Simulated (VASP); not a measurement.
# Ta2Si2Ge (P1) in VASP: notebook

Runs on Ta2Si2Ge. Level: PBE. Tasks: single point, relaxation of cell and atoms.

All numbers are computed with VASP 6.6.1; they aren't measurements. Logs are shortened: lines on timing, memory, paths and dates and some standing lists are left out, and cuts for length are marked.

## Step 1: The cell of the first run

The typed cell holds 5 atoms: a = 2.921 Å, b = 3.008 Å, c = 10.674 Å, α = 84.11°, β = 83.72°, γ = 65.75°.

## Step 2: Single point, PBE

INCAR reads:

```
PREC = Accurate
ENCUT = 520
EDIFF = 1E-6
ISMEAR = 0
SIGMA = 0.1
LREAL = False
LASPH = True
NELM = 60
ALGO = Normal
ISIF = 2
LWAVE = False
LCHARG = False
GGA = PE
NBANDS = 30
```

KPOINTS reads:

```
Automatic mesh
0
Gamma
  6 6 2
```

POSCAR reads:

```
Ta2Si2Ge
1.0
    2.9206635869      0.0000000000      0.0000000000
    1.2356730503      2.7427058259      0.0000000000
    1.1675473698      0.6756427395     10.5884578181
Ta Si Ge
2 2 1
Direct
    0.4037464101      0.5094043183      0.7053777371
    0.5391986768      0.6104274233      0.2938070712
    0.9462419959      0.0131861980      0.1101504557
    0.9985352609      0.1084319840      0.8883877250
    0.1122776563      0.2585500764      0.5022770110
```

Potentials or basis: VASP PAW PBE potentials, release 64 (Ta_pv, Si, Ge_d).

Run with:

```
$ cat potpaw_PBE.64/Ta_pv/POTCAR potpaw_PBE.64/Si/POTCAR potpaw_PBE.64/Ge_d/POTCAR > POTCAR
$ mpirun -np 1 vasp_std > vasp.out
```

OUTCAR:

```text
PREC = Accurate
   ENCUT = 520
   EDIFF = 1E-6
   ISMEAR = 0
   LREAL = False
   LASPH = True
   NELM = 60
   ISIF = 2
   GGA = PE

 ion  position               nearest neighbor table
   1  0.404  0.509  0.705-   4 2.61   4 2.62   4 2.63   5 2.69   5 2.76   5 2.89
   2  0.539  0.610  0.294-   3 2.62   3 2.63   3 2.63   5 2.76   5 2.78   5 2.93
   3  0.946  0.013  0.110-   4 2.35   2 2.62   2 2.63   2 2.63
   4  0.999  0.108  0.888-   3 2.35   1 2.61   1 2.62   1 2.63
   5  0.112  0.259  0.502-   1 2.69   2 2.76   1 2.76   2 2.78   1 2.89   2 2.93

  Warning from LATTYP: Got some problem with cell dimensions!
  Tried to take original basis but could not verify dimensions!
  LATTYP: Found a triclinic cell.
 ALAT       =     2.9206635869
 B/A-ratio  =     1.1021291001
 C/A-ratio  =     3.6546621105
 COS(alpha) =     0.0033242061
 COS(beta)  =     0.1093819705
 COS(gamma) =     0.5234599514

  Lattice vectors:

 A1 = (  -2.9206635869,   0.0000000000,   0.0000000000)
 A2 = (  -1.6849905366,   2.7427058259,   0.0000000000)
 A3 = (  -1.1675473698,  -0.6756427395, -10.5884578181)

Analysis of symmetry for initial positions (statically):
=====================================================================
 Subroutine PRICEL returns:
 Original cell was already a primitive cell.

 Routine SETGRP: Setting up the symmetry group for a
 triclinic supercell.

 Subroutine GETGRP returns: Found  1 space group operations
 (whereof  1 operations were pure point group operations)
 out of a pool of  2 trial point group operations.

The static configuration has the point symmetry C_1 .

Analysis of symmetry for dynamics (positions and initial velocities):
=====================================================================
 Subroutine PRICEL returns:
 Original cell was already a primitive cell.

 Routine SETGRP: Setting up the symmetry group for a
 triclinic supercell.

 Subroutine GETGRP returns: Found  1 space group operations
 (whereof  1 operations were pure point group operations)
 out of a pool of  2 trial point group operations.

The dynamic configuration has the point symmetry C_1 .

 Subroutine INISYM returns: Found  1 space group operations
 (whereof  1 operations are pure point group operations),
 and found     1 'primitive' translations

----------------------------------------------------------------------------------------

                                     Primitive cell

  volume of cell :      84.8191

  direct lattice vectors                    reciprocal lattice vectors
     2.920663587  0.000000000  0.000000000     0.342387944 -0.154256264 -0.027910771
     1.235673050  2.742705826  0.000000000     0.000000000  0.364603448 -0.023265113
     1.167547370  0.675642739 10.588457818     0.000000000  0.000000000  0.094442460

  length of vectors
     2.920663587  3.008209290 10.674038549     0.376568069  0.365344960  0.094442460

  position of ions in fractional coordinates (direct lattice)
     0.403746410  0.509404318  0.705377737
     0.539198677  0.610427423  0.293807071
     0.946241996  0.013186198  0.110150456
     0.998535261  0.108431984  0.888387725
     0.112277656  0.258550076  0.502277011

  ion indices of the primitive-cell ions
   primitive index   ion index
                 1           1
                 2           2
                 3           3
                 4           4
                 5           5

----------------------------------------------------------------------------------------

 KPOINTS: Automatic mesh

Automatic generation of k-mesh.
 Grid dimensions read from file:
 generate k-points for:    6    6    2

 Generating k-lattice:

  Cartesian coordinates                     Fractional coordinates (reciprocal lattice)
     0.057064657 -0.025709377 -0.004651795     0.166666667  0.000000000  0.000000000
     0.000000000  0.060767241 -0.003877519     0.000000000  0.166666667  0.000000000
     0.000000000  0.000000000  0.047221230     0.000000000  0.000000000  0.500000000

  Length of vectors
     0.062761345  0.060890827  0.047221230

  Shift w.r.t. Gamma in fractional coordinates (k-lattice)
     0.000000000  0.000000000  0.000000000

 Subroutine IBZKPT returns following result:
 ===========================================

 Found     40 irreducible k-points:

 Following reciprocal coordinates:
            Coordinates               Weight
  0.000000  0.000000  0.000000      1.000000
  0.166667  0.000000 -0.000000      2.000000
  0.333333  0.000000  0.000000      2.000000
  0.500000  0.000000 -0.000000      1.000000
  0.000000  0.166667  0.000000      2.000000
  0.166667  0.166667 -0.000000      2.000000
[... 16 lines left out ...]
  0.333333  0.000000  0.500000      2.000000
  0.500000  0.000000  0.500000      1.000000
 [... further k-points ...]
   k-points           NKPTS =     40   k-points in BZ     NKDIM =     40   number of bands    NBANDS=     30
   number of dos      NEDOS =    301   number of ions     NIONS =      5
   total plane-waves  NPLWV =  46080
   dimension x,y,z NGX =    24 NGY =   24 NGZ =   80
   dimension x,y,z NGXF=    48 NGYF=   48 NGZF=  160
   ions per type =               2   2   1
   NGX,Y,Z   is equivalent  to a cutoff of  13.66, 13.26, 12.46 a.u.
   NGXF,Y,Z  is equivalent  to a cutoff of  27.32, 26.53, 24.92 a.u.
 SYSTEM =  unknown system
   PREC   = accura    normal or accurate (medium, high low for compatibility)
   ISTART =      0    job   : 0-new  1-cont  2-samecut
   ICHARG =      2    charge: 1-file 2-atom 10-const
   ISPIN  =      1    spin polarized calculation?
   LNONCOLLINEAR =      F non collinear calculations
   LSORBIT =      F    spin-orbit coupling
   LASPH  =      T    aspherical Exc in radial PAW
   ENCUT  =  520.0 eV  38.22 Ry    6.18 a.u.   5.43  5.59 19.85*2*pi/ulx,y,z
   NELM   =     60;   NELMIN=  2; NELMDL= -5     # of ELM steps
   EDIFF  = 0.1E-05   stopping-criterion for ELM
   LREAL  =      F    real-space projection
   EDIFFG = 0.1E-04   stopping-criterion for IOM
   NSW    =      0    number of steps for IOM
   IBRION =     -1    ionic relax: 0-MD 1-quasi-New 2-CG
   NFREE  =      0    steps in history (QN), initial steepest desc. (CG)
   ISIF   =      2    stress and relaxation
   ISYM   =      2    0-nonsym 1-usesym 2-fastsym
   POTIM  = 0.5000    time-step for ionic-motion
   TEBEG  =    0.0;   TEEND  =   0.0 temperature during run
   PSTRESS=    0.0 pullay stress
   NELECT =      44.0000    total number of electrons
   NUPDOWN=      -1.0000    fix difference up-down
   EMIN   =  10.00;   EMAX   =-10.00  energy-range for DOS
   EFERMI =   0.00;   METHOD = LEGACY
   ISMEAR =     0;   SIGMA  =   0.10  broadening in eV -4-tet -1-fermi 0-gaus
   EFERMI_NEDOS =   21; number of points for ismear=-14 and -15
   IALGO  =     38    algorithm
   IMIX   =      4    mixing-type and parameters
     AMIX     =   0.40;   BMIX     =  1.00
     AMIX_MAG =   1.60;   BMIX_MAG =  1.00
  volume/ion in A,a.u.               =      16.96       114.48
  Fermi-wavevector in a.u.,A,eV,Ry     =   1.315410  2.485765 23.542218  1.730304
  Thomas-Fermi vector in A             =   2.445595
   LORBIT       =      0    0 simple, 1 ext, 2 COOP (PROOUT), +10 PAW based schemes
   GGA     = PE    functional components
   LHFCALC =     F    Hartree Fock is set to
   AEXX    =    0.0000 exact exchange contribution
   IVDW    =     0    specifies the selected vdW correction
   LEPSILON=     F    determine dielectric tensor
   LRPA    =     F    only Hartree local field effects (RPA)
 non-spin polarized calculation
 Gauss-broadening in eV      SIGMA  =   0.10
  energy-cutoff  :      520.00
  volume of cell :       84.82
 maximum number of plane-waves:      2309
 NGX is ok and might be reduce to    24
   NGX = 11   NGY = 11   NGZ = 39

 number of electron      43.9999998 magnetization

 Free energy of the ion-electron system (eV)
  ---------------------------------------------------
  ext. energy  EPLUGINS =         0.00000000
  ---------------------------------------------------
  free energy    TOTEN  =       -39.33495548 eV

  energy without entropy =      -39.32080288  energy(sigma->0) =      -39.32787918

 E-fermi :   7.5146     XC(G=0): -11.7148

 val. band max:        7.4882757360   @ k =   0.0000   0.1667   0.0000
 cond. band min:       7.5194448822   @ k =   0.1667   0.3333  -0.0000
 fundamental gap:      0.0311691462
 Fermi energy:         7.5145945271

 k-point     1 :       0.0000    0.0000    0.0000
  band No.  band energies     occupation
      1     -27.0911      2.00000
      2     -27.0603      2.00000
      3     -26.6554      2.00000
      4     -26.6187      2.00000
      5     -26.4724      2.00000
      6     -26.4348      2.00000
[... 22 lines left out ...]
     29      13.6188      0.00000
     30      13.8197      0.00000

 k-point     2 :       0.1667    0.0000   -0.0000
  band No.  band energies     occupation
      1     -27.0630      2.00000
      2     -27.0321      2.00000
      3     -26.7582      2.00000
      4     -26.7221      2.00000
      5     -26.5857      2.00000
      6     -26.5488      2.00000
[... 22 lines left out ...]
     29      11.9991      0.00000
     30      12.6221      0.00000

 k-point     3 :       0.3333    0.0000    0.0000
  band No.  band energies     occupation
      1     -27.0982      2.00000
      2     -27.0618      2.00000
      3     -27.0042      2.00000
      4     -26.9750      2.00000
      5     -26.6631      2.00000
      6     -26.6266      2.00000
[... 22 lines left out ...]
     29      11.2327      0.00000
     30      12.0811      0.00000

 k-point     4 :       0.5000    0.0000   -0.0000
  band No.  band energies     occupation
      1     -27.2719      2.00000
      2     -27.2372      2.00000
      3     -26.9767      2.00000
      4     -26.9463      2.00000
      5     -26.6883      2.00000
      6     -26.6520      2.00000
[... 22 lines left out ...]
     29      11.7173      0.00000
     30      11.9358      0.00000

 k-point     5 :       0.0000    0.1667    0.0000
  band No.  band energies     occupation
      1     -27.0684      2.00000
      2     -27.0373      2.00000
      3     -26.7971      2.00000
      4     -26.7615      2.00000
      5     -26.5094      2.00000
      6     -26.4721      2.00000
[... 22 lines left out ...]
     29      11.6577      0.00000
     30      13.1833      0.00000
[... 526 lines left out ...]
     29      13.7633      0.00000
     30      13.9609      0.00000

 k-point    22 :       0.1667    0.0000    0.5000
  band No.  band energies     occupation
      1     -27.0630      2.00000
      2     -27.0321      2.00000
      3     -26.7582      2.00000
      4     -26.7221      2.00000
      5     -26.5857      2.00000
      6     -26.5488      2.00000
[... 22 lines left out ...]
     29      11.8737      0.00000
     30      12.5828      0.00000

 k-point    23 :       0.3333    0.0000    0.5000
  band No.  band energies     occupation
      1     -27.0982      2.00000
      2     -27.0618      2.00000
      3     -27.0042      2.00000
      4     -26.9750      2.00000
      5     -26.6631      2.00000
      6     -26.6266      2.00000
[... 22 lines left out ...]
     29      11.7581      0.00000
     30      11.9222      0.00000

 k-point    24 :       0.5000    0.0000    0.5000
  band No.  band energies     occupation
      1     -27.2719      2.00000
      2     -27.2372      2.00000
      3     -26.9767      2.00000
      4     -26.9463      2.00000
      5     -26.6883      2.00000
      6     -26.6520      2.00000
[... 22 lines left out ...]
     29      11.9271      0.00000
     30      12.0647      0.00000

 [... further k-points ...]

------------------------ aborting loop because EDIFF is reached ----------------------------------------

  FORCE on cell =-STRESS in cart. coord.  units (eV):
  Direction    XX          YY          ZZ          XY          YZ          ZX
  --------------------------------------------------------------------------------------
  -------------------------------------------------------------------------------------
  Total        0.8295896     -0.6108667     -2.5544793     -0.0310269      0.1665320      0.1527040
  in kB       15.6704108    -11.5388782    -48.2524642     -0.5860776      3.1456817      2.8844793
  external PRESSURE =     -14.7069772 kB  Pullay stress =       0.0000000 kB

 VOLUME and BASIS-vectors are now :
 -----------------------------------------------------------------------------
  energy-cutoff  :      520.00
  volume of cell :       84.82
      direct lattice vectors                 reciprocal lattice vectors
     2.920663587  0.000000000  0.000000000     0.342387944 -0.154256264 -0.027910771
     1.235673050  2.742705826  0.000000000     0.000000000  0.364603448 -0.023265113
     1.167547370  0.675642739 10.588457818     0.000000000  0.000000000  0.094442460

 POSITION                                       TOTAL-FORCE (eV/Angst)
 -----------------------------------------------------------------------------------
      2.63223      1.87373      7.46886         0.077927      0.122908     -0.037132
      2.67214      1.87273      3.11096        -0.050178      0.170223      0.320167
      2.90855      0.11059      1.16632        -0.049351      0.019344      0.011217
      4.08761      0.89763      9.40666         0.036832     -0.009028      0.097963
      1.23384      1.04849      5.31834        -0.015229     -0.303447     -0.392215
 -----------------------------------------------------------------------------------
    total drift:                                0.000640     -0.000170      0.000303

  FREE ENERGIE OF THE ION-ELECTRON SYSTEM (eV)
  ---------------------------------------------------
  free  energy   TOTEN  =       -39.3349554765 eV

  energy  without entropy=      -39.3208028773  energy(sigma->0) =      -39.32787918
```

Run time: 44 s. Hardware: 1 thread of Intel Xeon 6975P-C (Granite Rapids), shared host; peak memory 0.25 GiB.

What came out:

```yaml
Free_energy: -39.3350 eV
Pressure: -1.5 GPa
Largest_force: 0.496 eV/Å
Band_gap_on_the_k_mesh: zero (bands 22 and 23 overlap by 2.27 eV)
```

Forces in eV/Å, atoms in the order of the input:
```
Ta   0.078  0.123 -0.037
Ta  -0.050  0.170  0.320
Si  -0.049  0.019  0.011
Si   0.037 -0.009  0.098
Ge  -0.015 -0.303 -0.392
```

Stress tensor (GPa, compression positive):
```
 1.57 -0.06  0.29
-0.06 -1.15  0.31
 0.29  0.31 -4.83
```

Caveat: the k points lie up to 0.39 Å⁻¹ apart, too coarse for converged energies and pressures of a metal; spin-orbit coupling is left out, which moves the levels of the heavy elements.

## Step 3: Relaxation of cell and atoms, PBE

INCAR reads:

```
PREC = Accurate ; ENCUT = 600
EDIFF = 1E-6 ; ISMEAR = 0
SIGMA = 0.1 ; LREAL = F
LASPH = T ; NELM = 80
ALGO = Normal ; ISIF = 3
LWAVE = F ; LCHARG = F
GGA = PE ; IBRION = 2
NSW = 90 ; EDIFFG = -0.04
```

KPOINTS is that of step 2.

POSCAR is that of step 2.

Potentials or basis: VASP PAW PBE potentials, release 64 (Ta_pv, Si, Ge_d).

Run with:

```
$ cat potpaw_PBE.64/Ta_pv/POTCAR potpaw_PBE.64/Si/POTCAR potpaw_PBE.64/Ge_d/POTCAR > POTCAR
$ mpirun -np 1 vasp_std > vasp.out
```

It took 8.1 min on 1 thread of Intel Xeon 6975P-C (Granite Rapids), shared host; peak memory 0.31 GiB.

The run converged. Its results:

```
Free energy                           : -39.4197 eV
Relaxed volume                        : 16.84 Å³/atom
Relaxed cell                          : a = 2.979 Å, b = 2.985 Å, c = 10.459 Å, α = 83.84°, β = 83.79°, γ = 65.93°
Space group after relaxing (to 0.1 Å) : Cm (No. 8)
Energy gained by relaxing             : 16.8 meV/atom
Ionic steps                           : 16
Pressure after relaxing               : -0.1 GPa
Largest force after relaxing          : 0.027 eV/Å
Band gap on the k mesh                : zero (bands 22 and 23 overlap by 2.07 eV)
```

Forces on the atoms (eV/Å):
```
Ta   0.011  0.009 -0.010
Ta  -0.025 -0.008  0.008
Si   0.006  0.005 -0.006
Si   0.020 -0.002 -0.014
Ge  -0.011 -0.004  0.023
```

Stress tensor (GPa, compression positive):
```
-0.10 -0.06 -0.07
-0.06 -0.16 -0.02
-0.07 -0.02  0.03
```

Step by step:
```csv
step,energy change (eV),largest force (eV/Å),pressure (GPa),volume (Å³)
1,0.0000,0.4968,-1.44,84.82
2,-0.0324,0.3888,2.82,82.94
3,-0.0365,0.4089,1.69,83.40
4,-0.0593,0.3280,-0.56,84.57
5,-0.0594,0.3375,-0.65,84.63
6,-0.0730,0.1928,-0.26,84.37
7,-0.0737,0.1926,-0.17,84.30
8,-0.0771,0.1111,0.10,84.04
9,-0.0773,0.1619,0.36,83.85
10,-0.0796,0.1427,0.15,83.98
11,-0.0809,0.1301,-0.19,84.14
12,-0.0825,0.0832,0.31,83.98
13,-0.0825,0.0673,0.26,84.00
14,-0.0833,0.0492,-0.08,84.23
15,-0.0833,0.0423,-0.21,84.31
16,-0.0839,0.0273,-0.07,84.21
```

Final structure:
```
Ta Si Ge
1.0
     2.97929   -0.02368   -0.00706
     1.23891    2.71532    0.00398
     1.16174    0.68842   10.37111
Ta Si Ge
2 2 1
Cartesian
  2.6840 1.8701 7.2867
  2.6937 1.8928 3.0841
  2.9391 0.1340 1.1608
  1.1946 0.9144 9.2106
  1.2098 0.9353 5.1775
```

Levels at points of the mesh, in eV from the Fermi level:
```
           k point  band 19  band 20  band 21  band 22  band 23  band 24  band 25  band 26
(0.00, 0.00, 0.00)    -0.99    -0.82     0.99     1.20     1.41     1.83     2.42     2.71
(0.50, 0.00, 0.00)    -2.85    -2.55    -1.64     0.43     0.91     1.61     2.09     3.44
(0.00, 0.50, 0.00)    -2.86    -2.57    -1.66     0.46     0.94     1.63     2.09     3.41
(0.50, 0.50, 0.00)    -2.94    -1.72    -1.51    -0.57    -0.46     0.82     1.01     2.43
(0.00, 0.00, 0.50)    -1.00    -0.81     0.98     1.22     1.44     1.78     2.44     2.68
(0.50, 0.00, 0.50)    -3.30    -2.32    -1.53     0.29     0.84     1.14     2.43     3.34
(0.00, 0.50, 0.50)    -3.31    -2.33    -1.55     0.32     0.85     1.17     2.44     3.38
(0.50, 0.50, 0.50)    -2.55    -1.75    -1.34    -0.88    -0.85     1.45     2.00     2.08
```

Caveat: the k points lie up to 0.39 Å⁻¹ apart in the final cell, too coarse for converged energies and pressures of a metal; spin-orbit coupling is left out, which moves the levels of the heavy elements.
